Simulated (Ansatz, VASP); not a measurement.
One calculation of HfO2, two programs

POSCAR

```
HfO2
1.0
    4.8382036358      0.0000000000      0.0000000000
    0.0000000000      4.8382036358      0.0000000000
    0.0000000000      0.0000000000      3.2847548730
Hf O
2 4
Direct
    0.0000000000      0.0000000000      0.0000000000
    0.5000000000      0.5000000000      0.5000000000
    0.1938692218      0.8061307782      0.5000000000
    0.3061307782      0.3061307782      0.0000000000
    0.6938692218      0.6938692218      0.0000000000
    0.8061307782      0.1938692218      0.5000000000
```

File INCAR.step1:

```
  PREC = Accurate
  ENCUT = 520
  ISMEAR = 0
  SIGMA = 0.02
  LREAL = F
  LASPH = T
  NELM = 100
  NBANDS = 31
  GGA = PE
  ALGO = Normal
  EDIFF = 1E-4
  LWAVE = T
  LCHARG = F
```

The input INCAR.step2:

```
  PREC = Accurate
  ENCUT = 520
  EDIFF = 1E-7
  ISMEAR = 0
  SIGMA = 0.02
  LREAL = F
  LASPH = T
  NELM = 100
  ALGO = Normal
  ISIF = 2
  LWAVE = F
  LCHARG = F
  METAGGA = R2SCAN
  LMIXTAU = T
  NBANDS = 31
  ISTART = 1
```

The input KPOINTS:

```
regular mesh
0
Gamma
  6 6 8
```

Input for Ansatz:

```yaml
crystal:
  lattice:
    - [4.8382036358, 0.0, 0.0]
    - [0.0, 4.8382036358, 0.0]
    - [0.0, 0.0, 3.284754873]
  atoms:
    - { symbol: Hf, position: [0.0, 0.0, 0.0] }
    - { symbol: Hf, position: [0.5, 0.5, 0.5] }
    - { symbol: O, position: [0.1938692218, 0.8061307782, 0.5] }
    - { symbol: O, position: [0.3061307782, 0.3061307782, 0.0] }
    - { symbol: O, position: [0.6938692218, 0.6938692218, 0.0] }
    - { symbol: O, position: [0.8061307782, 0.1938692218, 0.5] }
basis:
  ecutwfc: 500
kpoints:
  mp_grid: { grid: [6, 6, 8] }
  band_path: { path: [VBM, CBM], npoints: 2 }
hamiltonian:
  xc: r2scan
scf:
  occupations: { method: gaussian, width: 0.02 }
output:
  forces: true
  stress: true
  eigenvalues: true
checkpoint:
  read: start.run
  write: ck
  compress: false
  write_wavefunctions: false
  write_every: 100000
```

Alike in both runs: task single point; functional r2SCAN; k mesh 6 × 6 × 8; occupations gaussian, width 0.02 eV; no spin polarisation.

|  | VASP | Ansatz |
| --- | --- | --- |
| version | VASP 6.6.1 | Ansatz 0.2.0 |
| potentials or method | VASP PAW PBE potentials, release 64 (Hf_pv, O), cutoff 520 eV | scalar-relativistic, plane waves, PAW |
| valence electrons in the cell | 44 | 76 |

Ansatz gave:

| Property | Result |
| --- | --- |
| gap on the k mesh at the Fermi level (eV) | 4.50 |
| least direct gap on the mesh (eV) | 4.50 |
| pressure (GPa) | -5.0 |
| traceless stress, the component that is largest in VASP (GPa) | -4.22 |
| rms of the force components (eV/Å) | 0.000 |

Problem. What did VASP give for the same quantities?

Solution. gap on the k mesh at the Fermi level (eV): 4.44; least direct gap on the mesh (eV): 4.44; pressure (GPa): -8.1; traceless stress, the component that is largest in VASP (GPa): -4.81; rms of the force components (eV/Å): 0.019.

VASP's potentials were made for PBE, not for r2SCAN. Atom by atom the forces differ by 0.019 eV/Å (rms over components). VASP's potentials hold 44 valence electrons a cell and Ansatz's 76, so a difference there can come from the potentials and not from the codes.

Neither program's run includes spin-orbit coupling.
